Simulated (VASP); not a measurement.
# Ge (Cmmm) in VASP: a series of runs

Runs on Ge. Level: PBE. Tasks: single point, relaxation of cell and atoms.

Everything below comes from runs of VASP 6.6.1. Logs are shortened: lines on timing, memory, paths and dates and some standing lists are left out, and cuts for length are marked.

**1. The cell of the first run**

Symmetry: Cmmm, No. 65, orthorhombic system. The conventional cell has a = 3.881 Å, b = 4.148 Å, c = 5.992 Å, α = 90.00°, β = 90.00°, γ = 90.00°. Ge (site symmetry mm2) has 5 Ge at 2.27 to 2.84 Å within 3.0 Å.

The cell was built from a structure type or drawn by symmetry, and may not be a known phase.

**2. Single point, PBE**

INCAR

```
ALGO = Normal ; EDIFF = 1E-6
ENCUT = 520 ; GGA = PE
ISIF = 2 ; ISMEAR = 0
LASPH = True ; LCHARG = False
LREAL = False ; LWAVE = False
NBANDS = 21 ; NELM = 80
PREC = Accurate ; SIGMA = 0.1
```

KPOINTS

```
k-points
0
Gamma
  6 6 4
```

POSCAR

```
Ge
1.0
    1.9406375700     -2.0741877000      0.0000000000
    1.9406375700      2.0741877000      0.0000000000
    0.0000000000      0.0000000000      5.9921249000
Ge
2
Direct
    0.5000000000      0.5000000000      0.8104224500
    0.5000000000      0.5000000000      0.1895775500
```

Potentials or basis: VASP PAW PBE potentials, release 64 (Ge_d).

Launch:

```bash
$ cat potpaw_PBE.64/Ge_d/POTCAR > POTCAR
$ mpirun -np 1 vasp_std > vasp.out
```

OUTCAR:

```text
EDIFF = 1E-6
   ENCUT = 520
   GGA = PE
   ISIF = 2
   ISMEAR = 0
   LASPH = True
   LREAL = False
   NELM = 80
   PREC = Accurate

 ion  position               nearest neighbor table
   1  0.500  0.500  0.810-   2 2.27
   2  0.500  0.500  0.190-   1 2.27

  LATTYP: Found a base centered orthorhombic cell.
 ALAT       =     3.8812751400
 B/A-ratio  =     1.0688176567
 C/A-ratio  =     1.5438547085

  Lattice vectors:

 A1 = (   1.9406375700,  -2.0741877000,   0.0000000000)
 A2 = (   1.9406375700,   2.0741877000,   0.0000000000)
 A3 = (   0.0000000000,   0.0000000000,   5.9921249000)

Analysis of symmetry for initial positions (statically):
=====================================================================
 Subroutine PRICEL returns:
 Original cell was already a primitive cell.

 Routine SETGRP: Setting up the symmetry group for a
 base centered orthorhombic supercell.

 Subroutine GETGRP returns: Found  8 space group operations
 (whereof  8 operations were pure point group operations)
 out of a pool of  8 trial point group operations.

The static configuration has the point symmetry D_2h.

Analysis of symmetry for dynamics (positions and initial velocities):
=====================================================================
 Subroutine PRICEL returns:
 Original cell was already a primitive cell.

 Routine SETGRP: Setting up the symmetry group for a
 base centered orthorhombic supercell.

 Subroutine GETGRP returns: Found  8 space group operations
 (whereof  8 operations were pure point group operations)
 out of a pool of  8 trial point group operations.

The dynamic configuration has the point symmetry D_2h.

 Subroutine INISYM returns: Found  8 space group operations
 (whereof  8 operations are pure point group operations),
 and found     1 'primitive' translations

----------------------------------------------------------------------------------------

                                     Primitive cell

  volume of cell :      48.2396

  direct lattice vectors                    reciprocal lattice vectors
     1.940637570 -2.074187700  0.000000000     0.257647284 -0.241058222  0.000000000
     1.940637570  2.074187700  0.000000000     0.257647284  0.241058222  0.000000000
     0.000000000  0.000000000  5.992124900     0.000000000  0.000000000  0.166885707

  length of vectors
     2.840480381  2.840480381  5.992124900     0.352833091  0.352833091  0.166885707

  position of ions in fractional coordinates (direct lattice)
     0.500000000  0.500000000  0.810422450
     0.500000000  0.500000000  0.189577550

  ion indices of the primitive-cell ions
   primitive index   ion index
                 1           1
                 2           2

----------------------------------------------------------------------------------------

 KPOINTS: k-points

Automatic generation of k-mesh.
 Grid dimensions read from file:
 generate k-points for:    6    6    4

 Generating k-lattice:

  Cartesian coordinates                     Fractional coordinates (reciprocal lattice)
     0.042941214 -0.040176370  0.000000000     0.166666667 -0.000000000  0.000000000
     0.042941214  0.040176370  0.000000000    -0.000000000  0.166666667  0.000000000
     0.000000000  0.000000000  0.041721427     0.000000000  0.000000000  0.250000000

  Length of vectors
     0.058805515  0.058805515  0.041721427

  Shift w.r.t. Gamma in fractional coordinates (k-lattice)
     0.000000000  0.000000000  0.000000000

 Subroutine IBZKPT returns following result:
 ===========================================

 Found     39 irreducible k-points:

 Following reciprocal coordinates:
            Coordinates               Weight
  0.000000  0.000000  0.000000      1.000000
  0.166667 -0.000000  0.000000      4.000000
  0.333333 -0.000000  0.000000      4.000000
  0.500000 -0.000000  0.000000      2.000000
  0.166667  0.166667  0.000000      2.000000
  0.333333  0.166667  0.000000      4.000000
[... 16 lines left out ...]
  0.333333  0.333333  0.250000      4.000000
  0.500000  0.333333  0.250000      8.000000
 [... further k-points ...]
   k-points           NKPTS =     39   k-points in BZ     NKDIM =     39   number of bands    NBANDS=     21
   number of dos      NEDOS =    301   number of ions     NIONS =      2
   total plane-waves  NPLWV =  27648
   dimension x,y,z NGX =    24 NGY =   24 NGZ =   48
   dimension x,y,z NGXF=    48 NGYF=   48 NGZF=   96
   ions per type =               2
   NGX,Y,Z   is equivalent  to a cutoff of  14.05, 14.05, 13.32 a.u.
   NGXF,Y,Z  is equivalent  to a cutoff of  28.09, 28.09, 26.63 a.u.
 SYSTEM =  unknown system
   PREC   = accura    normal or accurate (medium, high low for compatibility)
   ISTART =      0    job   : 0-new  1-cont  2-samecut
   ICHARG =      2    charge: 1-file 2-atom 10-const
   ISPIN  =      1    spin polarized calculation?
   LNONCOLLINEAR =      F non collinear calculations
   LSORBIT =      F    spin-orbit coupling
   LASPH  =      T    aspherical Exc in radial PAW
   ENCUT  =  520.0 eV  38.22 Ry    6.18 a.u.   5.28  5.28 11.14*2*pi/ulx,y,z
   NELM   =     80;   NELMIN=  2; NELMDL= -5     # of ELM steps
   EDIFF  = 0.1E-05   stopping-criterion for ELM
   LREAL  =      F    real-space projection
   EDIFFG = 0.1E-04   stopping-criterion for IOM
   NSW    =      0    number of steps for IOM
   IBRION =     -1    ionic relax: 0-MD 1-quasi-New 2-CG
   NFREE  =      0    steps in history (QN), initial steepest desc. (CG)
   ISIF   =      2    stress and relaxation
   ISYM   =      2    0-nonsym 1-usesym 2-fastsym
   POTIM  = 0.5000    time-step for ionic-motion
   TEBEG  =    0.0;   TEEND  =   0.0 temperature during run
   PSTRESS=    0.0 pullay stress
   NELECT =      28.0000    total number of electrons
   NUPDOWN=      -1.0000    fix difference up-down
   EMIN   =  10.00;   EMAX   =-10.00  energy-range for DOS
   EFERMI =   0.00;   METHOD = LEGACY
   ISMEAR =     0;   SIGMA  =   0.10  broadening in eV -4-tet -1-fermi 0-gaus
   EFERMI_NEDOS =   21; number of points for ismear=-14 and -15
   IALGO  =     38    algorithm
   IMIX   =      4    mixing-type and parameters
     AMIX     =   0.40;   BMIX     =  1.00
     AMIX_MAG =   1.60;   BMIX_MAG =  1.00
  volume/ion in A,a.u.               =      24.12       162.77
  Fermi-wavevector in a.u.,A,eV,Ry     =   1.365609  2.580627 25.373344  1.864888
  Thomas-Fermi vector in A             =   2.491822
   LORBIT       =      0    0 simple, 1 ext, 2 COOP (PROOUT), +10 PAW based schemes
   GGA     = PE    functional components
   LHFCALC =     F    Hartree Fock is set to
   AEXX    =    0.0000 exact exchange contribution
   IVDW    =     0    specifies the selected vdW correction
   LEPSILON=     F    determine dielectric tensor
   LRPA    =     F    only Hartree local field effects (RPA)
 non-spin polarized calculation
 Gauss-broadening in eV      SIGMA  =   0.10
  energy-cutoff  :      520.00
  volume of cell :       48.24
 maximum number of plane-waves:      1327
 NGX is ok and might be reduce to    24
   NGX = 11   NGY = 11   NGZ = 23

 number of electron      27.9999979 magnetization

 Free energy of the ion-electron system (eV)
  ---------------------------------------------------
  ext. energy  EPLUGINS =         0.00000000
  ---------------------------------------------------
  free energy    TOTEN  =        -7.89507087 eV

  energy without entropy =       -7.89047847  energy(sigma->0) =       -7.89277467

 E-fermi :   4.0077     XC(G=0):  -9.7853

 val. band max:        3.9438185361   @ k =   0.5000   0.1667   0.2500
 cond. band min:       4.0769083173   @ k =  -0.3333   0.1667   0.5000
 fundamental gap:      0.1330897811
 Fermi energy:         4.0077079418

 k-point     1 :       0.0000    0.0000    0.0000
  band No.  band energies     occupation
      1     -20.6713      2.00000
      2     -20.5644      2.00000
      3     -20.5350      2.00000
      4     -20.4651      2.00000
      5     -20.4576      2.00000
      6     -20.4015      2.00000
[... 13 lines left out ...]
     20      13.2563      0.00000
     21      14.4144      0.00000

 k-point     2 :       0.1667   -0.0000    0.0000
  band No.  band energies     occupation
      1     -20.6641      2.00000
      2     -20.5383      2.00000
      3     -20.5121      2.00000
      4     -20.4778      2.00000
      5     -20.4594      2.00000
      6     -20.4118      2.00000
[... 13 lines left out ...]
     20      14.3179      0.00000
     21      14.8051      0.00000

 k-point     3 :       0.3333   -0.0000    0.0000
  band No.  band energies     occupation
      1     -20.6542      2.00000
      2     -20.5101      2.00000
      3     -20.4815      2.00000
      4     -20.4735      2.00000
      5     -20.4574      2.00000
      6     -20.4312      2.00000
[... 13 lines left out ...]
     20      14.1094      0.00000
     21      15.7715      0.00000

 k-point     4 :       0.5000   -0.0000    0.0000
  band No.  band energies     occupation
      1     -20.6504      2.00000
      2     -20.5253      2.00000
      3     -20.4587      2.00000
      4     -20.4586      2.00000
      5     -20.4561      2.00000
      6     -20.4355      2.00000
[... 13 lines left out ...]
     20      15.1616      0.00000
     21      17.4314      0.00000

 k-point     5 :       0.1667    0.1667    0.0000
  band No.  band energies     occupation
      1     -20.6546      2.00000
      2     -20.5146      2.00000
      3     -20.4870      2.00000
      4     -20.4801      2.00000
      5     -20.4712      2.00000
      6     -20.4223      2.00000
[... 13 lines left out ...]
     20      14.9475      0.00000
     21      15.1686      0.00000
[... 382 lines left out ...]
     20      14.4260      0.00000
     21      16.7548      0.00000

 k-point    22 :      -0.1667    0.1667    0.2500
  band No.  band energies     occupation
      1     -20.6530      2.00000
      2     -20.5133      2.00000
      3     -20.4861      2.00000
      4     -20.4759      2.00000
      5     -20.4732      2.00000
      6     -20.4244      2.00000
[... 13 lines left out ...]
     20      16.5059      0.00000
     21      16.8827      0.00000

 k-point    23 :       0.3333    0.3333    0.2500
  band No.  band energies     occupation
      1     -20.6218      2.00000
      2     -20.5046      2.00000
      3     -20.5019      2.00000
      4     -20.4725      2.00000
      5     -20.4484      2.00000
      6     -20.4047      2.00000
[... 13 lines left out ...]
     20      12.5395      0.00000
     21      12.8512      0.00000

 k-point    24 :       0.5000    0.3333    0.2500
  band No.  band energies     occupation
      1     -20.6155      2.00000
      2     -20.5178      2.00000
      3     -20.5008      2.00000
      4     -20.4873      2.00000
      5     -20.4616      2.00000
      6     -20.3758      2.00000
[... 13 lines left out ...]
     20      12.2382      0.00000
     21      12.5069      0.00000

 [... further k-points ...]

------------------------ aborting loop because EDIFF is reached ----------------------------------------

  FORCE on cell =-STRESS in cart. coord.  units (eV):
  Direction    XX          YY          ZZ          XY          YZ          ZX
  --------------------------------------------------------------------------------------
  -------------------------------------------------------------------------------------
  Total       -1.0238764     -1.6959691      4.3206378      0.0000000      0.0000000      0.0000000
  in kB      -34.0059379    -56.3281109    143.5010589      0.0000000      0.0000000      0.0000000
  external PRESSURE =      17.7223367 kB  Pullay stress =       0.0000000 kB

 VOLUME and BASIS-vectors are now :
 -----------------------------------------------------------------------------
  energy-cutoff  :      520.00
  volume of cell :       48.24
      direct lattice vectors                 reciprocal lattice vectors
     1.940637570 -2.074187700  0.000000000     0.257647284 -0.241058222  0.000000000
     1.940637570  2.074187700  0.000000000     0.257647284  0.241058222  0.000000000
     0.000000000  0.000000000  5.992124900     0.000000000  0.000000000  0.166885707

 POSITION                                       TOTAL-FORCE (eV/Angst)
 -----------------------------------------------------------------------------------
      1.94064      0.00000      4.85615        -0.000000      0.000000     -2.377998
      1.94064      0.00000      1.13597         0.000000      0.000000      2.377998
 -----------------------------------------------------------------------------------
    total drift:                               -0.000000     -0.000000      0.000000

  FREE ENERGIE OF THE ION-ELECTRON SYSTEM (eV)
  ---------------------------------------------------
  free  energy   TOTEN  =        -7.8950708737 eV

  energy  without entropy=       -7.8904784693  energy(sigma->0) =       -7.89277467
```

Run time: 29 s. Hardware: 1 thread of Intel Xeon Platinum 8488C (Sapphire Rapids), shared host; peak memory 0.18 GiB.

What came out:

| Item | Value |
| --- | --- |
| Free energy | -7.8951 eV |
| Pressure | 1.8 GPa |
| Largest force | 2.378 eV/Å |
| Band gap on the k mesh | zero (bands 14 and 15 overlap by 6.48 eV) |

Forces on the atoms (eV/Å):
```
Ge   0.000  0.000 -2.378
Ge   0.000  0.000  2.378
```

Caveat: the k points lie up to 0.37 Å⁻¹ apart, too coarse for converged energies and pressures of a metal; forces of over 1 eV/Å act on the atoms, so gaps and moduli don't describe the material at rest.

**3. Relaxation of cell and atoms, PBE**

INCAR

```
  ALGO = Normal
  EDIFF = 1E-7
  EDIFFG = -0.04
  ENCUT = 600
  GGA = PE
  IBRION = 2
  ISIF = 3
  ISMEAR = 0
  LASPH = T
  LCHARG = F
  LREAL = F
  LWAVE = F
  NELM = 100
  NSW = 90
  PREC = Accurate
  SIGMA = 0.1
```

KPOINTS is that of step 2.

POSCAR is that of step 2.

Potentials or basis: VASP PAW PBE potentials, release 64 (Ge_d).

Launch:

```bash
$ cat potpaw_PBE.64/Ge_d/POTCAR > POTCAR
$ mpirun -np 1 vasp_std > vasp.out
```

It took 12 min on 1 thread of Intel Xeon Platinum 8488C (Sapphire Rapids), shared host; peak memory 0.19 GiB.

It converged, with:

```yaml
Free_energy: -8.5219 eV
Relaxed_volume: 19.98 Å³/atom
Relaxed_cell: a = 2.745 Å, b = 2.745 Å, c = 5.305 Å, α = 90.00°, β = 90.00°, γ = 89.85°
Space_group_after_relaxing_to_0.1_Å: Pm-3m (No. 221)
Energy_gained_by_relaxing: 313.3 meV/atom
Ionic_steps: 38
Pressure_after_relaxing: 0.0 GPa
Largest_force_after_relaxing: 0.023 eV/Å
Band_gap_on_the_k_mesh: zero (bands 14 and 15 overlap by 8.34 eV)
```

Forces in eV/Å, atoms in the order of the input:
```
Ge   0.000  0.000  0.023
Ge   0.000  0.000 -0.023
```

Stress tensor (GPa, compression positive):
```
-0.05  0.00  0.00
 0.00  0.25  0.00
 0.00  0.00 -0.14
```

The path:
```
step  energy change (eV)  largest force (eV/Å)  pressure (GPa)  volume (Å³)
   1              0.0000                2.3793            1.84        48.24
   2             -0.2485                0.4293           -4.44        49.90
   3             -0.2965                0.0029           -3.85        49.36
   4             -0.3475                0.0527           -0.29        45.68
   5             -0.3477                0.0533           -0.51        45.85
   6             -0.3540                0.2284           -0.08        45.27
   7             -0.3554                0.3603            0.25        44.88
   8             -0.3602                0.3887            0.19        44.69
   9             -0.3793                0.4994            0.00        44.12
  10             -0.4334                0.6180           -0.36        42.96
  11             -0.5444                0.7619            0.50        40.58
  12              0.1578                2.6796           18.16        35.52
  13             -0.4931                1.1493            1.92        40.36
  14             -0.5039                1.1837            2.89        39.54
  15             -0.4752                0.7050            6.82        37.56
  16             -0.5060                1.2320            3.87        39.02
  17             -0.5088                1.0143            5.19        38.29
  18             -0.5105                0.9666            5.27        38.25
  19             -0.5131                0.8268            5.51        38.14
  20             -0.5163                0.8095            5.36        38.17
  21             -0.5255                0.7576            5.01        38.29
  22             -0.5420                0.6544            4.34        38.52
  23             -0.5687                0.4718            3.05        38.98
  24             -0.6024                0.2012            0.97        39.92
  25             -0.6029                0.0834           -2.24        41.82
  26             -0.6126                0.0108           -0.93        40.96
  27             -0.6128                0.0309           -0.65        40.81
  28             -0.6128                0.0229           -0.75        40.87
  29             -0.6136                0.0189           -0.65        40.79
  30             -0.6153                0.0074           -0.34        40.56
  31             -0.6165                0.0122            0.25        40.09
  32             -0.6166                0.0230            0.50        39.91
  33             -0.6182                0.0272            0.44        39.91
  34             -0.6208                0.0350            0.20        39.89
  35             -0.6223                0.0357            0.16        39.92
  36             -0.6245                0.0374           -0.06        39.99
  37             -0.6260                0.0314           -0.05        39.98
  38             -0.6267                0.0233            0.02        39.97
```

Final structure:
```xyz
2
Lattice="1.9433 -1.9383 0.0000 1.9433 1.9383 0.0000 0.0000 0.0000 5.3054" Properties=species:S:1:pos:R:3 pbc="T T T"
Ge    1.9433    0.0000    3.9769
Ge    1.9433    0.0000    1.3285
```

Levels at points of the mesh, in eV from the Fermi level:
```
           k point  band 11  band 12  band 13  band 14  band 15  band 16  band 17  band 18
(0.00, 0.00, 0.00)   -12.66    -8.59    -5.49     6.18     6.20     7.49     9.32     9.33
(0.50, 0.00, 0.00)    -9.15    -5.50    -4.84    -2.63    -2.16     3.31     8.87    10.19
(0.50, 0.50, 0.00)    -5.45    -2.60    -2.56    -0.53     0.03     0.54     0.58     3.14
(0.00, 0.00, 0.50)   -11.39   -11.36    -0.04    -0.02     7.37     7.39     7.39     7.41
(0.50, 0.00, 0.50)    -7.89    -7.86    -4.29    -4.27     3.05     3.09     7.97     7.97
(0.50, 0.50, 0.50)    -4.20    -4.17    -1.42    -1.40    -1.38    -1.36     4.36     4.38
```

Caveat: the k points lie up to 0.38 Å⁻¹ apart in the final cell, too coarse for converged energies and pressures of a metal; the volume moved by over 15 % at a fixed basis, so the end points are rough.
